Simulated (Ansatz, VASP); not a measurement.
Pd: VASP beside Ansatz

Contents of POSCAR:

```
Pd
1.0
    0.0000000000      1.9339924809      1.9339924809
    1.9339924809      0.0000000000      1.9339924809
    1.9339924809      1.9339924809      0.0000000000
Pd
1
Direct
    0.0000000000      0.0000000000      0.0000000000
```

The input INCAR.step1:

```
PREC = Accurate
ENCUT = 520
ISMEAR = 0
SIGMA = 0.1
LREAL = False
LASPH = True
NELM = 80
NBANDS = 11
GGA = PE
ALGO = Normal
EDIFF = 1E-4
LWAVE = True
LCHARG = False
```

File INCAR.step2:

```
PREC = Accurate
ENCUT = 520
EDIFF = 1E-6
ISMEAR = 0
SIGMA = 0.1
LREAL = False
LASPH = True
NELM = 80
ALGO = Normal
ISIF = 2
LWAVE = False
LCHARG = False
METAGGA = R2SCAN
LMIXTAU = True
NBANDS = 11
ISTART = 1
```

KPOINTS

```
Automatic mesh
0
Gamma
  18 18 18
```

Input for Ansatz:

```yaml
crystal:
  lattice:
    - [0.0, 1.9339924809, 1.9339924809]
    - [1.9339924809, 0.0, 1.9339924809]
    - [1.9339924809, 1.9339924809, 0.0]
  atoms:
    - { symbol: Pd, position: [0.0, 0.0, 0.0] }
basis:
  ecutwfc: 500
kpoints:
  mp_grid: { grid: [18, 18, 18] }
hamiltonian:
  xc: r2scan
scf:
  occupations: { method: gaussian, width: 0.1 }
output:
  forces: true
  stress: true
  eigenvalues: true
```

Alike in both runs: task single point; functional r2SCAN; k mesh 18 × 18 × 18; occupations gaussian, width 0.1 eV; no spin polarisation.

|  | VASP | Ansatz |
| --- | --- | --- |
| version | VASP 6.6.1 | Ansatz 0.2.0 |
| potentials or method | VASP PAW PBE potentials, release 64 (Pd), cutoff 520 eV | scalar-relativistic, plane waves, PAW |
| valence electrons in the cell | 10 | 18 |

|  | VASP | Ansatz | Ansatz less VASP |
| --- | --- | --- | --- |
| gap on the k mesh at the Fermi level (eV) | none | none | - |
| pressure (GPa) | 7.0 | 6.1 | -0.84 |

VASP's potentials were made for PBE, not for r2SCAN. A gap of «none» marks a metal or a gap that the smearing closes. VASP's potentials hold 10 valence electrons a cell and Ansatz's 18, so a difference there can come from the potentials and not from the codes.
